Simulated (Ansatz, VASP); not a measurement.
**CdS in VASP and in Ansatz**

File INCAR:

```
SYSTEM = CdS
PREC = Accurate
ENCUT = 520
EDIFF = 1E-7
ISMEAR = 0
SIGMA = 0.02
LREAL = .False.
LASPH = .True.
NELM = 60
ALGO = Normal
ISIF = 2
LWAVE = .False.
LCHARG = .False.
GGA = PE
NBANDS = 16
```

File KPOINTS:

```
regular mesh
0
Gamma
  9 9 6
  0 0 0
```

POSCAR

```
CdS
1.0
    4.1234485866      0.0000000000      0.0000000000
   -2.0617242934      3.6929012124     -0.0160158200
    0.0000000000     -0.0251901106      5.7731206148
Cd S
1 1
Direct
   -0.0002667441     -0.0005334882      0.4375343665
    0.6669334141      0.3338668182      0.4394656335
```

Input for Ansatz:

```yaml
crystal:
  lattice:
    - [4.1234485866, 0.0, 0.0]
    - [-2.0617242934, 3.6929012124, -0.01601582]
    - [0.0, -0.0251901106, 5.7731206148]
  atoms:
    - { symbol: Cd, position: [-0.0002667441, -0.0005334882, 0.4375343665] }
    - { symbol: S, position: [0.6669334141, 0.3338668182, 0.4394656335] }
basis:
  ecutwfc: 420
kpoints:
  mp_grid: { grid: [9, 9, 6] }
hamiltonian:
  xc: pbe
scf:
  occupations: { method: gaussian, width: 0.02 }
output:
  forces: true
  stress: true
  eigenvalues: true
  write_density: true
  write_potential: true
  elf: true
  volumetric_format: npy
```

Alike in both runs: task single point; functional PBE; k mesh 9 × 9 × 6; occupations gaussian, width 0.02 eV; no spin polarisation.

|  | VASP | Ansatz |
| --- | --- | --- |
| version | VASP 6.6.1 | Ansatz 0.2.0 |
| potentials or method | VASP PAW PBE potentials, release 64 (Cd, S), cutoff 520 eV | scalar-relativistic, plane waves, PAW |
| valence electrons in the cell | 18 | 26 |

```csv
,VASP,Ansatz,Ansatz less VASP
gap on the k mesh at the Fermi level (eV),1.49,1.49,-0.004
least direct gap on the mesh (eV),1.50,1.50,-0.004
pressure (GPa),1.5,1.3,-0.22
"traceless stress, the component that is largest in VASP (GPa)",1.90,1.77,-0.134
rms of the force components (eV/Å),0.186,0.180,-0.0063
```

Atom by atom the forces differ by 0.006 eV/Å (rms over components). VASP's potentials hold 18 valence electrons a cell and Ansatz's 26, so a difference there can come from the potentials and not from the codes. Ansatz's warnings: xc potential rough in thin density.
